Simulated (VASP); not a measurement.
Here is a VASP 6.6.1 calculation.

File POSCAR:

```
AgI
1.0
    0.0000000000      3.2885749246      3.2885749246
    3.2885749246      0.0000000000      3.2885749246
    3.2885749246      3.2885749246      0.0000000000
Ag I
1 1
Direct
    0.0000000000      0.0000000000      0.0000000000
    0.2500000000      0.2500000000      0.2500000000
```

The input INCAR.step1:

```
SYSTEM = AgI
ALGO     = Normal         ! electronic algorithm
EDIFF    = 1E-5           ! SCF threshold, eV
ENCUT    = 400            ! plane-wave cutoff, eV
GGA      = PE             ! functional
GGA_COMPAT= .False.      
ISIF     = 2              ! what is computed and relaxed
ISMEAR   = 0              ! smearing method
LASPH    = .True.         ! aspherical terms in the spheres
LCHARG   = .False.        ! write CHGCAR
LREAL    = .False.        ! projectors in reciprocal space
LWAVE    = .True.         ! write WAVECAR
NBANDS   = 16             ! bands
NELM     = 120            ! most SCF steps
PREC     = Accurate       ! precision mode
SIGMA    = 0.01           ! smearing width, eV
```

The input INCAR.step2:

```
SYSTEM = AgI
AEXX     = 0.4            ! exact-exchange fraction
ALGO     = Normal         ! electronic algorithm
EDIFF    = 1E-6           ! SCF threshold, eV
ENCUT    = 400            ! plane-wave cutoff, eV
GGA      = PE             ! functional
GGA_COMPAT= .False.      
HFSCREEN = 0.2078         ! screening, 1/A
ISIF     = 2              ! what is computed and relaxed
ISMEAR   = 0              ! smearing method
ISTART   = 1            
LASPH    = .True.         ! aspherical terms in the spheres
LCHARG   = .False.        ! write CHGCAR
LHFCALC  = .True.         ! exact exchange
LREAL    = .False.        ! projectors in reciprocal space
LWAVE    = .False.        ! write WAVECAR
NBANDS   = 16             ! bands
NELM     = 120            ! most SCF steps
PREC     = Accurate       ! precision mode
PRECFOCK = Normal       
SIGMA    = 0.01           ! smearing width, eV
```

KPOINTS

```
k-points
0
Gamma
  4 4 4
  0 0 0
```

Potentials or basis: VASP PAW PBE potentials, release 64 (Ag, I).

Launch:

```sh
$ cat potpaw_PBE.64/Ag/POTCAR potpaw_PBE.64/I/POTCAR > POTCAR
$ cp INCAR.step1 INCAR
$ mpirun -np 1 vasp_std > vasp.out
$ cp INCAR.step2 INCAR
$ mpirun -np 1 vasp_std > vasp.out
```

Problem. Estimate the pressure.

Solution. 0.3 GPa.

Problem. Predict the band gap on the k mesh.

Solution. 3.19 eV.

Caveat: the structure was generated, so it needn't be the stable form of AgI; the PAW data sets were made with another functional, which shifts forces and pressure a little; spin-orbit coupling is left out, which moves the levels of the heavy elements.
